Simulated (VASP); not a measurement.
Runs of VASP 6.6.1 on SnS2 (Berndtite-2T). The structure is that of space group P-3m1 (No. 164), or close to it. The cells are those of the table. 

| cell | gap on the mesh (eV) | pressure (GPa) | largest force (eV/Å) |
| --- | --- | --- | --- |
| a = 3.639, b = 3.639, c = 5.868 Å, angles 90.0, 90.0, 120.0°, 3 atoms | 1.48 | 4.3 | 0.21 |
| a = 3.699, b = 3.699, c = 5.964 Å, angles 90.0, 90.0, 120.0°, 3 atoms | 1.38 | 0.3 | 0.23 |
| a = 3.513, b = 3.513, c = 5.665 Å, angles 90.0, 90.0, 120.0°, 3 atoms | 1.69 | 16.4 | 1.45 |
| a = 3.756, b = 3.756, c = 6.057 Å, angles 90.0, 90.0, 120.0°, 3 atoms | 1.28 | -2.8 | (c) |
| a = 3.669, b = 3.669, c = 5.916 Å, angles 90.0, 90.0, 120.0°, 3 atoms | 1.43 | 2.1 | 0.02 |
| a = 3.546, b = 3.546, c = 5.717 Å, angles 90.0, 90.0, 120.0°, 3 atoms | 1.64 | 12.7 | (a) |
| a = 3.577, b = 3.577, c = 5.769 Å, angles 90.0, 90.0, 120.0°, 3 atoms | 1.58 | 9.5 | (b) |
| a = 3.608, b = 3.608, c = 5.819 Å, angles 90.0, 90.0, 120.0°, 3 atoms | 1.53 | 6.7 | 0.48 |
| a = 3.728, b = 3.728, c = 6.011 Å, angles 90.0, 90.0, 120.0°, 3 atoms | 1.33 | -1.4 | 0.43 |

Alike in all rows: task single point; level PBE; potentials or basis VASP PAW PBE potentials, release 64 (Sn_d, S); no spin polarisation; k mesh 5 × 5 × 3; cutoff (eV) 500; smearing gaussian 0.01 eV.

Problem. Fill in the values left out.

Solution. (a) 1.09; (b) 0.77; (c) 0.60.

Caveats: spin-orbit coupling is left out, which moves the levels of the heavy elements; this functional lacks dispersion, which binds the layers, so the pressure and a relaxed spacing across them are unreliable (some runs); forces of over 1 eV/Å act on the atoms, so gaps and moduli don't describe the material at rest (some runs).

A k mesh can miss the band edges, and the runs leave out spin-orbit coupling on Sn.
